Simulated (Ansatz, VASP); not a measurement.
KI: VASP beside Ansatz

```
CELL_PARAMETERS angstrom
0.03525 3.52455 3.52455
3.52455 0.03525 3.52455
3.55980 3.55980 0.00000
ATOMIC_POSITIONS crystal
K 0.00000 0.00000 0.00000
I 0.50000 0.50000 0.50000
```

Change from the starting cell: xy shear strain of +2 %.

Alike in both runs: task single point; functional PBE; k mesh 6 × 6 × 6; occupations fermi-dirac, width 0.02 eV; no spin polarisation.

|  | VASP | Ansatz |
| --- | --- | --- |
| version | VASP 6.6.1 | Ansatz 0.2.0 |
| potentials or method | VASP PAW PBE potentials, release 64 (K_sv, I), cutoff 520 eV | all-electron LAPW, scalar-relativistic |

VASP gave:

* gap on the k mesh at the Fermi level (eV): 3.95
* pressure (GPa): 0.7
* traceless stress, the component that is largest in VASP (GPa): -0.07

**Question.** Which values does Ansatz return?

**Answer.** gap on the k mesh at the Fermi level (eV): 3.96; pressure (GPa): 0.7; traceless stress, the component that is largest in VASP (GPa): -0.07.

Ansatz ran all-electron here, and VASP with PAW potentials.

Neither program's run includes spin-orbit coupling.
